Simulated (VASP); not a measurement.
# Ti (Fm-3m) in VASP: settings compared, part 2 of 2

VASP 6.6.1. The steps go on from the part before.

**4. Single point, PBE+D3(BJ)**

File INCAR:

```
  PREC = Accurate
  ENCUT = 500
  EDIFF = 1E-6
  ISMEAR = -5
  SIGMA = 0.1
  LREAL = F
  LASPH = T
  NELM = 120
  ALGO = Normal
  ISIF = 2
  LWAVE = F
  LCHARG = T
  GGA = PE
  IVDW = 12
  LELF = T
  LVHAR = T
  NBANDS = 12
  GGA_COMPAT = F
```

File KPOINTS:

```
regular mesh
0
Gamma
  6 6 6
```

File POSCAR:

```
Ti
1.0
    0.0000000000      2.0300000000      2.0300000000
    2.0300000000      0.0000000000      2.0300000000
    2.0300000000      2.0300000000      0.0000000000
Ti
1
Direct
    0.0000000000      0.0000000000      0.0000000000
```

Potentials or basis: VASP PAW PBE potentials, release 64 (Ti_sv).

On the command line:

```console
cat potpaw_PBE.64/Ti_sv/POTCAR > POTCAR
mpirun -np 1 vasp_std > vasp.out
```

OUTCAR:

```text
PREC = Accurate
   ENCUT = 500
   EDIFF = 1E-6
   ISMEAR = -5
   LREAL = F
   LASPH = T
   NELM = 120
   ISIF = 2
   GGA = PE
   IVDW = 12
 IVDW          = 12

 ion  position               nearest neighbor table
   1  0.000  0.000  0.000-

  LATTYP: Found a face centered cubic cell.
 ALAT       =     4.0600000000

  Lattice vectors:

 A1 = (   0.0000000000,   2.0300000000,   2.0300000000)
 A2 = (   2.0300000000,   0.0000000000,   2.0300000000)
 A3 = (   2.0300000000,   2.0300000000,   0.0000000000)

Analysis of symmetry for initial positions (statically):
=====================================================================
 Subroutine PRICEL returns:
 Original cell was already a primitive cell.

 Routine SETGRP: Setting up the symmetry group for a
 face centered cubic supercell.

 Subroutine GETGRP returns: Found 48 space group operations
 (whereof 48 operations were pure point group operations)
 out of a pool of 48 trial point group operations.

The static configuration has the point symmetry O_h .

Analysis of symmetry for dynamics (positions and initial velocities):
=====================================================================
 Subroutine PRICEL returns:
 Original cell was already a primitive cell.

 Routine SETGRP: Setting up the symmetry group for a
 face centered cubic supercell.

 Subroutine GETGRP returns: Found 48 space group operations
 (whereof 48 operations were pure point group operations)
 out of a pool of 48 trial point group operations.

The dynamic configuration has the point symmetry O_h .

 Subroutine INISYM returns: Found 48 space group operations
 (whereof 48 operations are pure point group operations),
 and found     1 'primitive' translations

----------------------------------------------------------------------------------------

                                     Primitive cell

  volume of cell :      16.7309

  direct lattice vectors                    reciprocal lattice vectors
     0.000000000  2.030000000  2.030000000    -0.246305419  0.246305419  0.246305419
     2.030000000  0.000000000  2.030000000     0.246305419 -0.246305419  0.246305419
     2.030000000  2.030000000  0.000000000     0.246305419  0.246305419 -0.246305419

  length of vectors
     2.870853532  2.870853532  2.870853532     0.426613499  0.426613499  0.426613499

  position of ions in fractional coordinates (direct lattice)
     0.000000000  0.000000000  0.000000000

  ion indices of the primitive-cell ions
   primitive index   ion index
                 1           1

----------------------------------------------------------------------------------------

 KPOINTS: regular mesh

Automatic generation of k-mesh.
 Grid dimensions read from file:
 generate k-points for:    6    6    6

 Generating k-lattice:

  Cartesian coordinates                     Fractional coordinates (reciprocal lattice)
    -0.041050903  0.041050903  0.041050903     0.166666667  0.000000000  0.000000000
     0.041050903 -0.041050903  0.041050903     0.000000000  0.166666667  0.000000000
     0.041050903  0.041050903 -0.041050903     0.000000000  0.000000000  0.166666667

  Length of vectors
     0.071102250  0.071102250  0.071102250

  Shift w.r.t. Gamma in fractional coordinates (k-lattice)
     0.000000000  0.000000000  0.000000000

 TETIRR: Found     35 inequivalent tetrahedra from     1296

 Subroutine IBZKPT returns following result:
 ===========================================

 Found     16 irreducible k-points:

 Following reciprocal coordinates:
            Coordinates               Weight
  0.000000  0.000000  0.000000      1.000000
  0.166667  0.000000  0.000000      8.000000
  0.333333  0.000000  0.000000      8.000000
  0.500000  0.000000  0.000000      4.000000
  0.166667  0.166667  0.000000      6.000000
  0.333333  0.166667  0.000000     24.000000
[... 8 lines left out ...]
 -0.333333  0.333333  0.166667     24.000000
 -0.333333  0.500000  0.166667     12.000000
   k-points           NKPTS =     16   k-points in BZ     NKDIM =     16   number of bands    NBANDS=     12
   number of dos      NEDOS =    301   number of ions     NIONS =      1
   total plane-waves  NPLWV =  13824
   dimension x,y,z NGX =    24 NGY =   24 NGZ =   24
   dimension x,y,z NGXF=    48 NGYF=   48 NGZF=   48
   ions per type =               1
   NGX,Y,Z   is equivalent  to a cutoff of  13.90, 13.90, 13.90 a.u.
   NGXF,Y,Z  is equivalent  to a cutoff of  27.80, 27.80, 27.80 a.u.
 SYSTEM =  unknown system
   PREC   = accura    normal or accurate (medium, high low for compatibility)
   ISTART =      0    job   : 0-new  1-cont  2-samecut
   ICHARG =      2    charge: 1-file 2-atom 10-const
   ISPIN  =      1    spin polarized calculation?
   LNONCOLLINEAR =      F non collinear calculations
   LSORBIT =      F    spin-orbit coupling
   LASPH  =      T    aspherical Exc in radial PAW
   ENCUT  =  500.0 eV  36.75 Ry    6.06 a.u.   5.23  5.23  5.23*2*pi/ulx,y,z
   NELM   =    120;   NELMIN=  2; NELMDL= -5     # of ELM steps
   EDIFF  = 0.1E-05   stopping-criterion for ELM
   LREAL  =      F    real-space projection
   EDIFFG = 0.1E-04   stopping-criterion for IOM
   NSW    =      0    number of steps for IOM
   IBRION =     -1    ionic relax: 0-MD 1-quasi-New 2-CG
   NFREE  =      0    steps in history (QN), initial steepest desc. (CG)
   ISIF   =      2    stress and relaxation
   ISYM   =      2    0-nonsym 1-usesym 2-fastsym
   POTIM  = 0.5000    time-step for ionic-motion
   TEBEG  =    0.0;   TEEND  =   0.0 temperature during run
   PSTRESS=    0.0 pullay stress
   NELECT =      12.0000    total number of electrons
   NUPDOWN=      -1.0000    fix difference up-down
   EMIN   =  10.00;   EMAX   =-10.00  energy-range for DOS
   EFERMI =   0.00;   METHOD = LEGACY
   ISMEAR =    -5;   SIGMA  =   0.10  broadening in eV -4-tet -1-fermi 0-gaus
   EFERMI_NEDOS =   21; number of points for ismear=-14 and -15
   IALGO  =     38    algorithm
   IMIX   =      4    mixing-type and parameters
     AMIX     =   0.40;   BMIX     =  1.00
     AMIX_MAG =   1.60;   BMIX_MAG =  1.00
  volume/ion in A,a.u.               =      16.73       112.91
  Fermi-wavevector in a.u.,A,eV,Ry     =   1.465421  2.769245 29.217967  2.147460
  Thomas-Fermi vector in A             =   2.581280
   LORBIT       =      0    0 simple, 1 ext, 2 COOP (PROOUT), +10 PAW based schemes
   GGA     = PE    functional components
   LHFCALC =     F    Hartree Fock is set to
   AEXX    =    0.0000 exact exchange contribution
   IVDW    =    12    specifies the selected vdW correction
   LEPSILON=     F    determine dielectric tensor
   LRPA    =     F    only Hartree local field effects (RPA)
 non-spin polarized calculation
 Fermi weights with tetrahedron method with Bloechl corrections
  energy-cutoff  :      500.00
  volume of cell :       16.73
 maximum number of plane-waves:       444
 NGX is ok and might be reduce to    24
   NGX = 11   NGY = 11   NGZ = 11

 number of electron      12.0000002 magnetization

 Free energy of the ion-electron system (eV)
  ---------------------------------------------------
  ext. energy  EPLUGINS =         0.00000000
  ---------------------------------------------------
  free energy    TOTEN  =        -7.77572301 eV

  energy without entropy =       -7.77572301  energy(sigma->0) =       -7.77572301

 E-fermi :   8.6984     XC(G=0): -11.6800

 val. band max:        8.6815005551   @ k =   0.1667   0.1667   0.0000
 cond. band min:       8.6357257439   @ k =   0.5000   0.3333   0.1667
 fundamental gap:     -0.0457748113
 Fermi energy:         8.6984241607

 k-point     1 :       0.0000    0.0000    0.0000
  band No.  band energies     occupation
      1     -48.0581      2.00000
      2     -23.8705      2.00000
      3     -23.8705      2.00000
      4     -23.8705      2.00000
      5       2.4395      2.00000
      6       9.4977     -0.00343
      7       9.4977      0.00000
      8       9.4977      0.00000
      9      11.2126      0.00000
     10      11.2126      0.00000
     11      24.0754      0.00000
     12      28.7427      0.00000
[... 211 lines left out ...]
 k-point    16 :      -0.3333    0.5000    0.1667
  band No.  band energies     occupation
      1     -47.8701      2.00000
      2     -24.4639      2.00000
      3     -24.2452      2.00000
      4     -24.1423      2.00000
      5       6.6674      2.00000
      6       7.4343      2.00000
      7       9.2640     -0.24242
      8      11.2708      0.00000
      9      12.6237      0.00000
     10      15.5876      0.00000
     11      18.9438      0.00000
     12      19.4665      0.00000

------------------------ aborting loop because EDIFF is reached ----------------------------------------

 Edisp (eV)   -0.62562

 E8    (eV) :    -0.2971

  FORCE on cell =-STRESS in cart. coord.  units (eV):
  Direction    XX          YY          ZZ          XY          YZ          ZX
  --------------------------------------------------------------------------------------
  -------------------------------------------------------------------------------------
  Total      -0.19732    -0.19732    -0.19732     0.00000     0.00000    -0.00000
  in kB     -18.89533   -18.89533   -18.89533     0.00000     0.00000    -0.00000
  external pressure =      -18.90 kB  Pullay stress =        0.00 kB

 VOLUME and BASIS-vectors are now :
 -----------------------------------------------------------------------------
  energy-cutoff  :      500.00
  volume of cell :       16.73
      direct lattice vectors                 reciprocal lattice vectors
     0.000000000  2.030000000  2.030000000    -0.246305419  0.246305419  0.246305419
     2.030000000  0.000000000  2.030000000     0.246305419 -0.246305419  0.246305419
     2.030000000  2.030000000  0.000000000     0.246305419  0.246305419 -0.246305419

 POSITION                                       TOTAL-FORCE (eV/Angst)
 -----------------------------------------------------------------------------------
      0.00000      0.00000      0.00000        -0.000000      0.000000      0.000000
 -----------------------------------------------------------------------------------
    total drift:                                0.000000     -0.000000     -0.000000

  FREE ENERGIE OF THE ION-ELECTRON SYSTEM (eV)
  ---------------------------------------------------
  free  energy   TOTEN  =        -8.4013479000 eV

  energy  without entropy=       -8.4013479000  energy(sigma->0) =       -8.40134790
```

OSZICAR:

```text
N       E                     dE             d eps       ncg     rms          rms(c)
DAV:   1     0.937573787293E+02    0.93757E+02   -0.65595E+03   384   0.121E+03
DAV:   2    -0.426775387854E+01   -0.98025E+02   -0.95429E+02   392   0.307E+02
DAV:   3    -0.864451663431E+01   -0.43768E+01   -0.43382E+01   508   0.667E+01
DAV:   4    -0.873593742438E+01   -0.91421E-01   -0.91049E-01   452   0.906E+00
DAV:   5    -0.873753616620E+01   -0.15987E-02   -0.15909E-02   448   0.109E+00    0.863E+00
DAV:   6    -0.777918045350E+01    0.95836E+00   -0.18627E+00   404   0.209E+01    0.234E+00
DAV:   7    -0.776408191997E+01    0.15099E-01   -0.11062E-01   456   0.419E+00    0.132E+00
DAV:   8    -0.777496239124E+01   -0.10880E-01   -0.40877E-02   404   0.266E+00    0.221E-01
DAV:   9    -0.777592608791E+01   -0.96370E-03   -0.56642E-03   488   0.900E-01    0.945E-02
DAV:  10    -0.777584050725E+01    0.85581E-04   -0.26251E-04   424   0.201E-01    0.274E-02
DAV:  11    -0.777574341266E+01    0.97095E-04   -0.25587E-05   448   0.582E-02    0.869E-03
DAV:  12    -0.777573073207E+01    0.12681E-04   -0.10053E-06   344   0.125E-02    0.401E-03
DAV:  13    -0.777572238745E+01    0.83446E-05   -0.11509E-06   364   0.107E-02    0.206E-03
DAV:  14    -0.777572301171E+01   -0.62426E-06   -0.88579E-08   228   0.342E-03
   1 F= -.84013479E+01 E0= -.84013479E+01  d E =0.000000E+00
```

Wall time 12 s (1 thread of AMD EPYC 7R13, shared host); peak memory 0.11 GiB.

Results:

```
Free energy                : -8.4013 eV
Pressure                   : -1.9 GPa
Band gap on the k mesh     : zero (band 6 reaches 9.50 eV, above the bottom of band 7 at 8.54 eV)
Dispersion energy per atom : -0.626 eV
```

Caveat: the k points lie up to 0.45 Å⁻¹ apart; three body term missing; pairwise dispersion overbinds metals, which lowers pressure and volume; tetrahedron occupations give inexact forces and stress in metals.

**5. Single point, LDA**

File INCAR:

```
SYSTEM = Ti
ALGO = Normal
EDIFF = 1E-6
ENCUT = 500
GGA_COMPAT = .False.
ISIF = 2
ISMEAR = 0
LASPH = .True.
LCHARG = .False.
LREAL = .False.
LWAVE = .False.
NBANDS = 12
NELM = 120
PREC = Accurate
SIGMA = 0.1
```

File KPOINTS:

```
k-points
0
Gamma
  6 6 6
  0 0 0
```

POSCAR is that of step 4.

Potentials or basis: VASP PAW LDA potentials, release 64 (Ti_sv).

On the command line:

```console
cat potpaw_LDA.64/Ti_sv/POTCAR > POTCAR
mpirun -np 1 vasp_std > vasp.out
```

Wall time 8 s (1 thread of AMD EPYC 7R13, shared host); peak memory 0.09 GiB.

The run converged. Its results:

```
Free energy            : -8.4835 eV
Pressure               : -4.4 GPa
Band gap on the k mesh : zero (band 6 reaches 9.23 eV, above the bottom of band 7 at 8.30 eV)
```

Levels at points of the mesh, in eV from the Fermi level:
```
           k point  band 4  band 5  band 6  band 7  band 8  band 9
(0.00, 0.00, 0.00)  -32.13   -6.06    0.88    0.88    0.88    2.57
(0.50, 0.00, 0.00)  -32.23   -2.64    0.75    0.75    0.87    3.73
(0.50, 0.50, 0.00)  -32.40   -2.68   -1.81    3.12    3.70    4.04
```

Caveat: the k points lie up to 0.45 Å⁻¹ apart.

**6. Single point, BLYP**

File INCAR:

```
SYSTEM = Ti
AGGAC = 1.0 ; AGGAX = 1.0
ALDAC = 0.0 ; ALDAX = 1.0
ALGO = Normal ; EDIFF = 1E-6
ENCUT = 500 ; GGA = B5
GGA_COMPAT = .FALSE. ; ISIF = 2
ISMEAR = 0 ; LASPH = .TRUE.
LCHARG = .FALSE. ; LREAL = .FALSE.
LWAVE = .FALSE. ; NBANDS = 12
NELM = 120 ; PREC = Accurate
SIGMA = 0.1
```

File KPOINTS:

```
k-points
0
G
  6 6 6
  0 0 0
```

POSCAR is that of step 5.

Potentials or basis: VASP PAW PBE potentials, release 64 (Ti_sv).

On the command line:

```console
cat potpaw_PBE.64/Ti_sv/POTCAR > POTCAR
mpirun -np 1 vasp_std > vasp.out
```

OUTCAR:

```text
SYSTEM = Ti
   EDIFF = 1E-6
   ENCUT = 500
   GGA = B5
   ISIF = 2
   ISMEAR = 0
   LASPH = .TRUE.
   LREAL = .FALSE.
   NELM = 120
   PREC = Accurate

 ion  position               nearest neighbor table
   1  0.000  0.000  0.000-

  LATTYP: Found a face centered cubic cell.
 ALAT       =     4.0600000000

  Lattice vectors:

 A1 = (   0.0000000000,   2.0300000000,   2.0300000000)
 A2 = (   2.0300000000,   0.0000000000,   2.0300000000)
 A3 = (   2.0300000000,   2.0300000000,   0.0000000000)

Analysis of symmetry for initial positions (statically):
=====================================================================
 Subroutine PRICEL returns:
 Original cell was already a primitive cell.

 Routine SETGRP: Setting up the symmetry group for a
 face centered cubic supercell.

 Subroutine GETGRP returns: Found 48 space group operations
 (whereof 48 operations were pure point group operations)
 out of a pool of 48 trial point group operations.

The static configuration has the point symmetry O_h .

Analysis of symmetry for dynamics (positions and initial velocities):
[... 159 lines left out ...]
      2     -23.3587      2.00000
      3     -23.3587      2.00000
      4     -23.3587      2.00000
      5       3.1053      2.00000
      6       9.8851      0.00000
      7       9.8851      0.00000
      8       9.8851      0.00000
      9      11.5883      0.00000
     10      11.5883      0.00000
     11      24.6710      0.00000
     12      29.3755      0.00000
[... 211 lines left out ...]
 k-point    16 :      -0.3333    0.5000    0.1667
  band No.  band energies     occupation
      1     -47.1883      2.00000
      2     -23.9561      2.00000
      3     -23.7360      2.00000
      4     -23.6323      2.00000
      5       7.1687      2.00000
      6       7.8787      2.00000
      7       9.7462      0.00000
      8      11.6680      0.00000
      9      12.9760      0.00000
     10      16.1075      0.00000
     11      19.5221      0.00000
     12      20.1463      0.00000

------------------------ aborting loop because EDIFF is reached ----------------------------------------

  FORCE on cell =-STRESS in cart. coord.  units (eV):
  Direction    XX          YY          ZZ          XY          YZ          ZX
  --------------------------------------------------------------------------------------
  -------------------------------------------------------------------------------------
  Total        0.7827356      0.7827356      0.7827356      0.0000000      0.0000000      0.0000000
  in kB       74.9561996     74.9561996     74.9561996      0.0000000      0.0000000      0.0000000
  external PRESSURE =      74.9561996 kB  Pullay stress =       0.0000000 kB

 VOLUME and BASIS-vectors are now :
 -----------------------------------------------------------------------------
  energy-cutoff  :      500.00
  volume of cell :       16.73
      direct lattice vectors                 reciprocal lattice vectors
     0.000000000  2.030000000  2.030000000    -0.246305419  0.246305419  0.246305419
     2.030000000  0.000000000  2.030000000     0.246305419 -0.246305419  0.246305419
     2.030000000  2.030000000  0.000000000     0.246305419  0.246305419 -0.246305419

 POSITION                                       TOTAL-FORCE (eV/Angst)
 -----------------------------------------------------------------------------------
      0.00000      0.00000      0.00000         0.000000      0.000000      0.000000
 -----------------------------------------------------------------------------------
    total drift:                                0.000000     -0.000000     -0.000000

  FREE ENERGIE OF THE ION-ELECTRON SYSTEM (eV)
  ---------------------------------------------------
  free  energy   TOTEN  =        -6.6852393862 eV

  energy  without entropy=       -6.6719624626  energy(sigma->0) =       -6.67860092
```

OSZICAR:

```text
N       E                     dE             d eps       ncg     rms          rms(c)
DAV:   1     0.953101053453E+02    0.95310E+02   -0.65655E+03   384   0.121E+03
DAV:   2    -0.301013623499E+01   -0.98320E+02   -0.95483E+02   392   0.307E+02
DAV:   3    -0.737173523917E+01   -0.43616E+01   -0.43091E+01   508   0.662E+01
DAV:   4    -0.746185258904E+01   -0.90117E-01   -0.90078E-01   448   0.901E+00
DAV:   5    -0.746340634823E+01   -0.15538E-02   -0.15537E-02   448   0.108E+00    0.825E+00
DAV:   6    -0.668402554639E+01    0.77938E+00   -0.16001E+00   412   0.191E+01    0.229E+00
DAV:   7    -0.667541343903E+01    0.86121E-02   -0.80751E-02   456   0.339E+00    0.125E+00
DAV:   8    -0.668486016234E+01   -0.94467E-02   -0.32900E-02   408   0.227E+00    0.114E-01
DAV:   9    -0.668520008090E+01   -0.33992E-03   -0.26494E-03   472   0.533E-01    0.716E-02
DAV:  10    -0.668526239770E+01   -0.62317E-04   -0.19715E-04   420   0.155E-01    0.160E-02
DAV:  11    -0.668523916848E+01    0.23229E-04   -0.24463E-05   488   0.635E-02    0.473E-03
DAV:  12    -0.668523938623E+01   -0.21775E-06   -0.77842E-07   320   0.113E-02
   1 F= -.66852394E+01 E0= -.66786009E+01  d E =-.132769E-01
```

Wall time 17 s (1 thread of AMD EPYC 7R13, shared host); peak memory 0.1 GiB.

What came out:

```
Free energy            : -6.6852 eV
Pressure               : 7.5 GPa
Band gap on the k mesh : zero (band 6 reaches 9.89 eV, above the bottom of band 7 at 9.00 eV)
```

Caveat: the k points lie up to 0.45 Å⁻¹ apart; the PAW data sets were made with another functional, which shifts forces and pressure a little.

**7. Overview**

| level | potentials or basis | k mesh | smearing | gap on the mesh (eV) | pressure (GPa) |
| --- | --- | --- | --- | --- | --- |
| PBEsol | VASP PAW PBE potentials, release 64 (Ti_sv) | 4 × 4 × 4 | gaussian 0.1 eV | none | -0.8 |
| PBE+D3(BJ) | VASP PAW PBE potentials, release 64 (Ti_sv) | 6 × 6 × 6 | tetrahedron | none | -1.9 |
| LDA | VASP PAW LDA potentials, release 64 (Ti_sv) | 6 × 6 × 6 | gaussian 0.1 eV | none | -4.4 |
| BLYP | VASP PAW PBE potentials, release 64 (Ti_sv) | 6 × 6 × 6 | gaussian 0.1 eV | none | 7.5 |

Alike in all rows: task single point; no spin polarisation; cell as given; cutoff (eV) 500.

Caveats: all runs use coarse meshes; the PAW data sets were made with another functional, which shifts forces and pressure a little (some runs); three body term missing (some runs); pairwise dispersion overbinds metals, which lowers pressure and volume (some runs); tetrahedron occupations give inexact forces and stress in metals (some runs).

Absolute energies hang on the potentials; compare differences alone.
